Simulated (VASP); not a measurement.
Set up this calculation in VASP 6.6.1, as the native input.

| Quantity | Value |
| --- | --- |
| Task | electric field gradients |
| Functional | PBEsol |
| Potentials or basis | VASP PAW PBE potentials, release 64 (Ag) |
| Cutoff | 520 eV |
| k mesh | 15 × 15 × 15 |
| Occupations | fermi-dirac, width 0.03 eV |
| Spin | no spin polarisation |
| Dipole correction | no |
| Further INCAR settings | ALGO = Normal; EDIFF = 1e-08; NBANDS = 12 |

The structure of Ag lies in POSCAR:

```
Ag
1.0
    0.0000000000      2.0154871556      2.0154871556
    2.0154871556      0.0000000000      2.0154871556
    2.0154871556      2.0154871556      0.0000000000
Ag
1
Direct
    0.0000000000      0.0000000000      0.0000000000
```

This cell differs from its parent crystal: volume scaled by 0.96.

These files were run (other wordings do the same):

INCAR

```
PREC = Accurate
ENCUT = 520
EDIFF = 1E-8
ISMEAR = -1
SIGMA = 0.03
LREAL = F
LASPH = T
NELM = 80
ALGO = Normal
ISIF = 2
LWAVE = F
LCHARG = F
GGA = PS
LEFG = T
NBANDS = 12
```

KPOINTS

```
Automatic mesh
0
Gamma
  15 15 15
```

Potentials or basis: VASP PAW PBE potentials, release 64 (Ag).

Command:

```console
$ cat potpaw_PBE.64/Ag/POTCAR > POTCAR
$ mpirun -np 1 vasp_std > vasp.out
```

Results of the run:

The pressure is 1.7 GPa.

Caveat: without QUAD_EFG the Cq values of the log hold for a quadrupole moment of 1 mb, not for the nuclei; the PAW data sets were made with another functional, which shifts forces and pressure a little.

It took 21 s on 1 thread of Intel Xeon 6975P-C, with other jobs on the host, peak memory 0.15 GiB.
